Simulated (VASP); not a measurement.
# Ta (Im-3m) in VASP: settings compared, part 2 of 2

VASP 6.6.1.

### Step 3. Single point, PBE0

POSCAR reads:

```
Ta
1.0
   -1.6622159478      1.6622159478      1.6622159478
    1.6622159478     -1.6622159478      1.6622159478
    1.6622159478      1.6622159478     -1.6622159478
Ta
1
Direct
    0.0000000000      0.0000000000      0.0000000000
```

INCAR.step1 reads:

```
ALGO = Normal ; EDIFF = 1E-5
ENCUT = 520 ; GGA = PE
ISIF = 2 ; ISMEAR = -1
LASPH = True ; LREAL = False
LWAVE = True ; NBANDS = 12
NELM = 60 ; PREC = Accurate
SIGMA = 0.05
```

INCAR.step2 reads:

```
AEXX = 0.25 ; ALGO = Normal
EDIFF = 1E-6 ; ENCUT = 520
GGA = PE ; ISIF = 2
ISMEAR = -1 ; ISTART = 1
LASPH = True ; LCHARG = True
LELF = True ; LHFCALC = True
LREAL = False ; LVHAR = True
LWAVE = False ; NBANDS = 12
NELM = 60 ; PREC = Accurate
PRECFOCK = Normal ; SIGMA = 0.05
```

KPOINTS reads:

```
k-points
0
Gamma
  6 6 6
```

Potentials or basis: VASP PAW PBE potentials, release 64 (Ta_pv).

Command:

```console
$ cat potpaw_PBE.64/Ta_pv/POTCAR > POTCAR
$ cp INCAR.step1 INCAR
$ mpirun -np 1 vasp_std > vasp.out
$ cp INCAR.step2 INCAR
$ mpirun -np 1 vasp_std > vasp.out
```

OUTCAR:

```text
AEXX = 0.25
   EDIFF = 1E-6
   ENCUT = 520
   GGA = PE
   ISIF = 2
   ISMEAR = -1
   ISTART = 1
   LASPH = True
   LHFCALC = True
   LREAL = False
   NELM = 60
   PREC = Accurate
   PRECFOCK = Normal

 ion  position               nearest neighbor table
   1  0.000  0.000  0.000-

  LATTYP: Found a body centered cubic cell.
 ALAT       =     3.3244318956

  Lattice vectors:

 A1 = (  -1.6622159478,   1.6622159478,   1.6622159478)
 A2 = (   1.6622159478,  -1.6622159478,   1.6622159478)
 A3 = (   1.6622159478,   1.6622159478,  -1.6622159478)

Analysis of symmetry for initial positions (statically):
=====================================================================
 Subroutine PRICEL returns:
 Original cell was already a primitive cell.

 Routine SETGRP: Setting up the symmetry group for a
 body centered cubic supercell.

 Subroutine GETGRP returns: Found 48 space group operations
 (whereof 48 operations were pure point group operations)
 out of a pool of 48 trial point group operations.

The static configuration has the point symmetry O_h .

Analysis of symmetry for dynamics (positions and initial velocities):
=====================================================================
 Subroutine PRICEL returns:
 Original cell was already a primitive cell.

 Routine SETGRP: Setting up the symmetry group for a
 body centered cubic supercell.

 Subroutine GETGRP returns: Found 48 space group operations
 (whereof 48 operations were pure point group operations)
 out of a pool of 48 trial point group operations.

The dynamic configuration has the point symmetry O_h .

 Subroutine INISYM returns: Found 48 space group operations
 (whereof 48 operations are pure point group operations),
 and found     1 'primitive' translations

----------------------------------------------------------------------------------------

                                     Primitive cell

[... 113 lines left out ...]
   HFSCREENC=   0.0000 screening length for correlation (either q_TF or 0.3 A-1)
   ENCUTFOCK=  -1.0 apply spherical cutoff to Coloumb kernel
   IVDW    =     0    specifies the selected vdW correction
   LEPSILON=     F    determine dielectric tensor
   LRPA    =     F    only Hartree local field effects (RPA)
 non-spin polarized calculation
  energy-cutoff  :      520.00
  volume of cell :       18.37
 maximum number of plane-waves:       531
 NGX is ok and might be reduce to    24
  NGX = 18; NGY = 18; NGZ = 18

 number of electron      11.0000000 magnetization

 Free energy of the ion-electron system (eV)
  ---------------------------------------------------
  ext. energy  EPLUGINS =         0.00000000
  ---------------------------------------------------
  free energy    TOTEN  =       -14.58525910 eV

  energy without entropy =      -14.57781430  energy(sigma->0) =      -14.58153670

 E-fermi :   4.8971     XC(G=0):  -9.8394

 val. band max:        4.8715736745   @ k =  -0.3333   0.5000   0.1667
 cond. band min:       5.2417871524   @ k =   0.3333   0.0000   0.0000
 fundamental gap:      0.3702134779
 Fermi energy:         4.8971067667

 k-point     1 :       0.0000    0.0000    0.0000
  band No.  band energies     occupation
      1     -30.8426      2.00000
      2     -30.8426      2.00000
      3     -30.8426      2.00000
      4      -4.2610      2.00000
      5       6.7178      0.00000
      6       6.7178      0.00000
      7       6.7178      0.00000
      8      10.2947      0.00000
      9      10.2947      0.00000
     10      21.4248      0.00000
     11      21.4248      0.00000
     12      21.4248      0.00000
[... 211 lines left out ...]
 k-point    16 :       0.5000    0.5000    0.5000
  band No.  band energies     occupation
      1     -31.6861      2.00000
      2     -31.6861      2.00000
      3     -31.6861      2.00000
      4       0.4620      2.00000
      5       0.4620      2.00000
      6      13.0658      0.00000
      7      13.0658      0.00000
      8      13.0658      0.00000
      9      14.7116      0.00000
     10      14.7116      0.00000
     11      14.7116      0.00000
     12      22.0812      0.00000

------------------------ aborting loop because EDIFF is reached ----------------------------------------

  FORCE on cell =-STRESS in cart. coord.  units (eV):
  Direction    XX          YY          ZZ          XY          YZ          ZX
  --------------------------------------------------------------------------------------
  -------------------------------------------------------------------------------------
  Total       -0.1274342     -0.1274342     -0.1274342      0.0000000      0.0000000     -0.0000000
  in kB      -11.1140983    -11.1140983    -11.1140983      0.0000000      0.0000000     -0.0000000
  external PRESSURE =     -11.1140983 kB  Pullay stress =       0.0000000 kB

 VOLUME and BASIS-vectors are now :
 -----------------------------------------------------------------------------
  energy-cutoff  :      520.00
  volume of cell :       18.37
      direct lattice vectors                 reciprocal lattice vectors
    -1.662215948  1.662215948  1.662215948     0.000000000  0.300803274  0.300803274
     1.662215948 -1.662215948  1.662215948     0.300803274  0.000000000  0.300803274
     1.662215948  1.662215948 -1.662215948     0.300803274  0.300803274  0.000000000

 POSITION                                       TOTAL-FORCE (eV/Angst)
 -----------------------------------------------------------------------------------
      0.00000      0.00000      0.00000         0.000000      0.000000      0.000000
 -----------------------------------------------------------------------------------
    total drift:                                0.000000     -0.000000     -0.000000

  FREE ENERGIE OF THE ION-ELECTRON SYSTEM (eV)
  ---------------------------------------------------
  free  energy   TOTEN  =       -14.5852590956 eV

  energy  without entropy=      -14.5778142992  energy(sigma->0) =      -14.58153670
```

OUTCAR.step1:

```text
EDIFF = 1E-5
   ENCUT = 520
   GGA = PE
   ISIF = 2
   ISMEAR = -1
   LASPH = True
[... 444 lines left out ...]

 POSITION                                       TOTAL-FORCE (eV/Angst)
 -----------------------------------------------------------------------------------
      0.00000      0.00000      0.00000        -0.000000     -0.000000     -0.000000
 -----------------------------------------------------------------------------------
    total drift:                                0.000000      0.000000     -0.000000

  FREE ENERGIE OF THE ION-ELECTRON SYSTEM (eV)
  ---------------------------------------------------
  free  energy   TOTEN  =       -11.7469186295 eV

  energy  without entropy=      -11.7214468163  energy(sigma->0) =      -11.73418272
```

Run time: 5.7 min. Hardware: 1 thread of Intel Xeon 6975P-C (Granite Rapids), shared host; peak memory 0.16 GiB.

Results:

```
Free energy            : -14.5853 eV
Pressure               : -1.1 GPa
Band gap on the k mesh : zero (an odd number of electrons rules out a gap without spin polarisation)
```

Levels at points of the mesh, in eV from the Fermi level:
| k point | band 3 | band 4 | band 5 | band 6 | band 7 | band 8 |
| --- | --- | --- | --- | --- | --- | --- |
| (0.00, 0.00, 0.00) | -35.74 | -9.16 | 1.82 | 1.82 | 1.82 | 5.40 |
| (0.50, 0.00, 0.00) | -35.75 | -5.11 | -1.86 | 1.75 | 5.23 | 6.25 |
| (0.50, 0.50, 0.50) | -36.58 | -4.44 | -4.44 | 8.17 | 8.17 | 8.17 |

Caveat: the k points lie up to 0.45 Å⁻¹ apart, too coarse for converged energies and pressures of a metal; the PAW data sets were made with another functional, which shifts forces and pressure a little; spin-orbit coupling is left out, which moves the levels of the heavy elements.

### Step 4. Single point, HSE06

This run uses another cell than the first one, of 18.73 Å³/atom.

POSCAR reads:

```
Ta
1.0
   -1.6730098603      1.6730098603      1.6730098603
    1.6730098603     -1.6730098603      1.6730098603
    1.6730098603      1.6730098603     -1.6730098603
Ta
1
Direct
    0.0000000000      0.0000000000      0.0000000000
```

INCAR.step1 reads:

```
SYSTEM = Ta
PREC = Accurate ; ENCUT = 520
EDIFF = 1E-5 ; ISMEAR = -1
SIGMA = 0.05 ; LREAL = .False.
LASPH = .True. ; NELM = 100
ALGO = Normal ; ISIF = 2
LWAVE = .True. ; LCHARG = .False.
GGA = PE ; NBANDS = 12
```

INCAR.step2 reads:

```
SYSTEM = Ta
PREC = Accurate ; ENCUT = 520
EDIFF = 1E-7 ; ISMEAR = -1
SIGMA = 0.05 ; LREAL = .False.
LASPH = .True. ; NELM = 100
ALGO = Normal ; ISIF = 2
LWAVE = .False. ; LCHARG = .False.
GGA = PE ; LHFCALC = .True.
HFSCREEN = 0.2079 ; PRECFOCK = Normal
ISTART = 1 ; NBANDS = 12
```

KPOINTS reads:

```
regular mesh
0
Gamma
  6 6 6
  0 0 0
```

Potentials or basis: VASP PAW PBE potentials, release 64 (Ta_pv).

Command:

```console
$ cat potpaw_PBE.64/Ta_pv/POTCAR > POTCAR
$ cp INCAR.step1 INCAR
$ mpirun -np 1 vasp_std > vasp.out
$ cp INCAR.step2 INCAR
$ mpirun -np 1 vasp_std > vasp.out
```

OUTCAR:

```text
SYSTEM = Ta
   PREC = Accurate
   ENCUT = 520
   EDIFF = 1E-7
   ISMEAR = -1
   LREAL = .False.
   LASPH = .True.
   NELM = 100
   ISIF = 2
   GGA = PE
   LHFCALC = .True.
   HFSCREEN = 0.2079
   PRECFOCK = Normal
   ISTART = 1

 ion  position               nearest neighbor table
   1  0.000  0.000  0.000-

  LATTYP: Found a body centered cubic cell.
 ALAT       =     3.3460197206

  Lattice vectors:

 A1 = (  -1.6730098603,   1.6730098603,   1.6730098603)
 A2 = (   1.6730098603,  -1.6730098603,   1.6730098603)
 A3 = (   1.6730098603,   1.6730098603,  -1.6730098603)

Analysis of symmetry for initial positions (statically):
=====================================================================
 Subroutine PRICEL returns:
 Original cell was already a primitive cell.

 Routine SETGRP: Setting up the symmetry group for a
 body centered cubic supercell.

 Subroutine GETGRP returns: Found 48 space group operations
 (whereof 48 operations were pure point group operations)
 out of a pool of 48 trial point group operations.

[... 166 lines left out ...]
 k-point     1 :       0.0000    0.0000    0.0000
  band No.  band energies     occupation
      1     -30.7027      2.00000
      2     -30.7026      2.00000
      3     -30.7026      2.00000
      4      -3.9067      2.00000
      5       6.1366      0.00000
      6       6.1366      0.00000
      7       6.1366      0.00000
      8       9.6323      0.00000
      9       9.6323      0.00000
     10      20.7756      0.00000
     11      20.7756      0.00000
     12      20.7756      0.00000
[... 211 lines left out ...]
 k-point    16 :       0.5000    0.5000    0.5000
  band No.  band energies     occupation
      1     -31.4887      2.00000
      2     -31.4887      2.00000
      3     -31.4887      2.00000
      4       0.8501      2.00000
      5       0.8501      2.00000
      6      12.3181      0.00000
      7      12.3181      0.00000
      8      12.3181      0.00000
      9      13.9818      0.00000
     10      13.9818      0.00000
     11      13.9818      0.00000
     12      21.1845      0.00000

------------------------ aborting loop because EDIFF is reached ----------------------------------------

  FORCE on cell =-STRESS in cart. coord.  units (eV):
  Direction    XX          YY          ZZ          XY          YZ          ZX
  --------------------------------------------------------------------------------------
  -------------------------------------------------------------------------------------
  Total       -0.5206597     -0.5206597     -0.5206597     -0.0000000     -0.0000000      0.0000000
  in kB      -44.5357830    -44.5357830    -44.5357830     -0.0000000     -0.0000000      0.0000000
  external PRESSURE =     -44.5357830 kB  Pullay stress =       0.0000000 kB

 VOLUME and BASIS-vectors are now :
 -----------------------------------------------------------------------------
  energy-cutoff  :      520.00
  volume of cell :       18.73
      direct lattice vectors                 reciprocal lattice vectors
    -1.673009860  1.673009860  1.673009860     0.000000000  0.298862554  0.298862554
     1.673009860 -1.673009860  1.673009860     0.298862554  0.000000000  0.298862554
     1.673009860  1.673009860 -1.673009860     0.298862554  0.298862554  0.000000000

 POSITION                                       TOTAL-FORCE (eV/Angst)
 -----------------------------------------------------------------------------------
      0.00000      0.00000      0.00000        -0.000000      0.000000      0.000000
 -----------------------------------------------------------------------------------
    total drift:                                0.000000     -0.000000     -0.000001

  FREE ENERGIE OF THE ION-ELECTRON SYSTEM (eV)
  ---------------------------------------------------
  free  energy   TOTEN  =       -13.4390070298 eV

  energy  without entropy=      -13.4238817071  energy(sigma->0) =      -13.43144437
```

OSZICAR.step1:

```text
N       E                     dE             d eps       ncg     rms          rms(c)
DAV:   1     0.632746371023E+02    0.63275E+02   -0.62458E+03   384   0.874E+02
DAV:   2    -0.110470719859E+02   -0.74322E+02   -0.71849E+02   432   0.239E+02
DAV:   3    -0.122646189014E+02   -0.12175E+01   -0.11977E+01   436   0.286E+01
DAV:   4    -0.122686468616E+02   -0.40280E-02   -0.40276E-02   452   0.179E+00
DAV:   5    -0.122686607624E+02   -0.13901E-04   -0.13902E-04   436   0.106E-01    0.125E+01
DAV:   6    -0.118637919194E+02    0.40487E+00   -0.31905E-01   448   0.617E+00    0.594E+00
DAV:   7    -0.117478500481E+02    0.11594E+00   -0.32843E-01   428   0.548E+00    0.377E-01
DAV:   8    -0.117465901762E+02    0.12599E-02   -0.75997E-03   452   0.928E-01    0.319E-01
DAV:   9    -0.117462785896E+02    0.31159E-03   -0.74381E-04   436   0.287E-01    0.289E-02
DAV:  10    -0.117462708474E+02    0.77422E-05   -0.94581E-06   360   0.325E-02
   1 F= -.11746271E+02 E0= -.11734144E+02  d E =-.242530E-01
```

Run time: 7.7 min. Hardware: 1 thread of Intel Xeon 6975P-C (Granite Rapids), shared host; peak memory 0.25 GiB.

What came out:

```yaml
Free_energy: -13.4390 eV
Pressure: -4.5 GPa
Band_gap_on_the_k_mesh: zero (an odd number of electrons rules out a gap without spin polarisation)
```

Levels at points of the mesh, in eV from the Fermi level:
```csv
k point,band 3,band 4,band 5,band 6,band 7,band 8
"(0.00, 0.00, 0.00)",-35.52,-8.72,1.32,1.32,1.32,4.82
"(0.50, 0.00, 0.00)",-35.52,-4.68,-1.48,1.34,4.65,5.66
"(0.50, 0.50, 0.50)",-36.30,-3.96,-3.96,7.50,7.50,7.50
```

Caveat: the k points lie up to 0.44 Å⁻¹ apart, too coarse for converged energies and pressures of a metal; the PAW data sets were made with another functional, which shifts forces and pressure a little; spin-orbit coupling is left out, which moves the levels of the heavy elements.

### Step 5. Single point, PBE0

This run uses another cell than the first one, of 18.73 Å³/atom.

POSCAR is that of step 4.

INCAR.step1 reads:

```
SYSTEM = Ta
PREC = Accurate ; ENCUT = 520
EDIFF = 1E-5 ; ISMEAR = -1
SIGMA = 0.05 ; LREAL = .False.
LASPH = .True. ; NELM = 80
ALGO = Normal ; ISIF = 2
LWAVE = .True. ; NBANDS = 12
GGA = PE
```

INCAR.step2 reads:

```
SYSTEM = Ta
PREC = Accurate ; ENCUT = 520
EDIFF = 1E-6 ; ISMEAR = -1
SIGMA = 0.05 ; LREAL = .False.
LASPH = .True. ; NELM = 80
ALGO = Normal ; ISIF = 2
LWAVE = .False. ; LCHARG = .True.
GGA = PE ; LHFCALC = .True.
AEXX = 0.25 ; PRECFOCK = Normal
LELF = .True. ; LVHAR = .True.
NBANDS = 12 ; ISTART = 1
```

KPOINTS reads:

```
Automatic mesh
0
Gamma
  6 6 6
  0 0 0
```

Command:

```console
$ cat potpaw_PBE.64/Ta_pv/POTCAR > POTCAR
$ cp INCAR.step1 INCAR
$ mpirun -np 1 vasp_std > vasp.out
$ cp INCAR.step2 INCAR
$ mpirun -np 1 vasp_std > vasp.out
```

Run time: 4.9 min. Hardware: 1 thread of Intel Xeon 6975P-C (Granite Rapids), shared host; peak memory 0.16 GiB.

The run converged. Its results:

* Free energy: -14.5781 eV
* Pressure: -5.3 GPa
* Band gap on the k mesh: zero (an odd number of electrons rules out a gap without spin polarisation)

Levels at points of the mesh, in eV from the Fermi level:
```tsv
k point	band 2	band 3	band 4	band 5	band 6	band 7	band 8	band 9
(0.00, 0.00, 0.00)	-35.84	-35.84	-9.09	1.80	1.80	1.80	5.31	5.31
(0.50, 0.00, 0.00)	-36.20	-35.84	-5.04	-1.82	1.64	5.13	6.13	8.92
(0.50, 0.50, 0.50)	-36.63	-36.63	-4.32	-4.32	7.99	7.99	7.99	9.62
```

Caveat: the k points lie up to 0.44 Å⁻¹ apart, too coarse for converged energies and pressures of a metal; the PAW data sets were made with another functional, which shifts forces and pressure a little; spin-orbit coupling is left out, which moves the levels of the heavy elements.

### Step 6. Summary

```csv
level,cell,screening parameter,gap on the mesh (eV),pressure (GPa)
HSE06,"a = 2.879 Å, angles 109.5°, 1 atom",0.2079 1/Å,none,-0.6
PBE0,"a = 2.879 Å, angles 109.5°, 1 atom",-,none,-1.1
HSE06,"a = 2.898 Å, angles 109.5°, 1 atom",0.2079 1/Å,none,-4.5
PBE0,"a = 2.898 Å, angles 109.5°, 1 atom",-,none,-5.3
```

Alike in all rows: task single point; potentials or basis VASP PAW PBE potentials, release 64 (Ta_pv); no spin polarisation; k mesh 6 × 6 × 6; cutoff (eV) 520; smearing fermi-dirac 0.05 eV.

Caveats: all runs use coarse meshes; the PAW data sets were made with another functional, which shifts forces and pressure a little; spin-orbit coupling is left out, which moves the levels of the heavy elements.

Absolute energies hang on the potentials; compare differences alone.

The gap in the log of VASP goes by the Fermi energy; the results here count the filled bands.